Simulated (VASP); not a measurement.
Set up this calculation in VASP 6.6.1, as the native input.

* Task: relaxation of cell and atoms
* Functional: PBE
* Potentials or basis: VASP PAW PBE potentials, release 64 (V_sv)
* Cutoff: 600 eV
* k mesh: 8 × 8 × 8
* Occupations: gaussian, width 0.1 eV
* Spin: no spin polarisation
* Dipole correction: no
* Further INCAR settings: ALGO = Normal; EDIFF = 1e-07; IBRION = 2; EDIFFG = -0.04; NSW = 90; ISIF = 3

The structure of V lies in POSCAR:

```
V
1.0
    0.0000000000      2.5418637155      4.0010153830
    1.4675169923      0.0000000000      4.0010153830
    1.4675169923      2.5418637155      0.0000000000
V
2
Direct
    0.1666700000      0.8333300000      0.1666700000
    0.8333300000      0.1666700000      0.8333300000
```

One way to write it, as run:

INCAR

```
PREC = Accurate ; ENCUT = 600
EDIFF = 1E-7 ; ISMEAR = 0
SIGMA = 0.1 ; LREAL = F
LASPH = T ; NELM = 100
ALGO = Normal ; ISIF = 3
LWAVE = F ; LCHARG = F
GGA = PE ; IBRION = 2
NSW = 90 ; EDIFFG = -0.04
```

KPOINTS

```
regular mesh
0
Gamma
  8 8 8
```

Potentials or basis: VASP PAW PBE potentials, release 64 (V_sv).

Command:

```console
$ cat potpaw_PBE.64/V_sv/POTCAR > POTCAR
$ mpirun -np 1 vasp_std > vasp.out
```

Results of the run:

| Quantity | Value |
| --- | --- |
| Relaxed volume | 13.47 Å³/atom |
| Relaxed cell | a = 4.378 Å, b = 2.659 Å, c = 4.675 Å, α = 66.89°, β = 33.96°, γ = 79.15° |
| Space group after relaxing (to 0.05 Å) | Fmmm (No. 69) |
| Energy gained by relaxing | 5817.8 meV/atom |
| Ionic steps | 27 |
| Pressure after relaxing | 0.1 GPa |
| Largest force after relaxing | 0.019 eV/Å |
| Band gap on the k mesh | zero (band 13 reaches 10.35 eV, above the bottom of band 14 at 9.52 eV) |

It took 9.8 min on 1 thread of Intel(R) Xeon(R) 6975P-C (Granite Rapids), with other jobs on the host, peak memory 0.23 GiB.
